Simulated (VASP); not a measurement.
Wanted: the native input for a VASP 6.6.1 run.

- Task: relaxation of cell and atoms
- Functional: PBE
- Potentials or basis: VASP PAW PBE potentials, release 64 (Sn_d, O, Si)
- Cutoff: 600 eV
- k mesh: 6 × 6 × 4
- Occupations: fermi-dirac, width 0.02 eV
- Spin: no spin polarisation
- Dipole correction: no
- Further INCAR settings: ALGO = Normal; EDIFF = 1e-06; IBRION = 2; EDIFFG = -0.005; NSW = 80; ISIF = 3

The structure of SiSnO4 lies in POSCAR:

```
SiSnO4
1.0
    4.5828886300      0.0000000000      0.0000000000
    0.0000000000      4.5828886300      0.0000000000
    0.0000000000      0.0000000000      6.1700631900
Sn O Si
2 8 2
Direct
    0.0000000000      0.5000000000      0.1250000000
    0.5000000000      0.0000000000      0.8750000000
    0.6940277000      0.8059723000      0.1250000000
    0.3059723000      0.1940277000      0.1250000000
    0.8059723000      0.3059723000      0.8750000000
    0.1940277000      0.6940277000      0.8750000000
    0.6940277000      0.8059723000      0.6250000000
    0.3059723000      0.1940277000      0.6250000000
    0.8059723000      0.3059723000      0.3750000000
    0.1940277000      0.6940277000      0.3750000000
    0.0000000000      0.5000000000      0.6250000000
    0.5000000000      0.0000000000      0.3750000000
```

One way to write it, as run:

INCAR

```
SYSTEM = SiSnO4
PREC = Accurate
ENCUT = 600
EDIFF = 1E-6
ISMEAR = -1
SIGMA = 0.02
LREAL = .FALSE.
LASPH = .TRUE.
NELM = 100
ALGO = Normal
ISIF = 3
LWAVE = .FALSE.
LCHARG = .FALSE.
GGA = PE
IBRION = 2
NSW = 80
EDIFFG = -0.005
KPAR = 4
```

KPOINTS

```
Automatic mesh
0
G
  6 6 4
  0 0 0
```

Potentials or basis: VASP PAW PBE potentials, release 64 (Sn_d, O, Si).

Launch:

```sh
$ cat potpaw_PBE.64/Sn_d/POTCAR potpaw_PBE.64/O/POTCAR potpaw_PBE.64/Si/POTCAR > POTCAR
$ mpirun -np 4 vasp_std > vasp.out
```

It gave:

The relaxed volume is 10.18 Å³/atom, the relaxed cell is a = 4.522 Å, b = 4.522 Å, c = 5.973 Å, α = 90.00°, β = 90.00°, γ = 90.00° and the space group after relaxing (to 0.1 Å) is P-42_1m (No. 113). The energy gained by relaxing is 257.7 meV/atom. The ionic steps are 18. The pressure after relaxing is 0.0 GPa and the largest force after relaxing is 0.003 eV/Å. The band gap on the k mesh is 1.75 eV.

Caveat: spin-orbit coupling is left out, which moves the levels of the heavy elements.

Wall time 9.6 min on 4 MPI ranks on Intel(R) Xeon(R) Platinum 8488C (Sapphire Rapids), on a shared host, peak memory 0.41 GiB a rank.
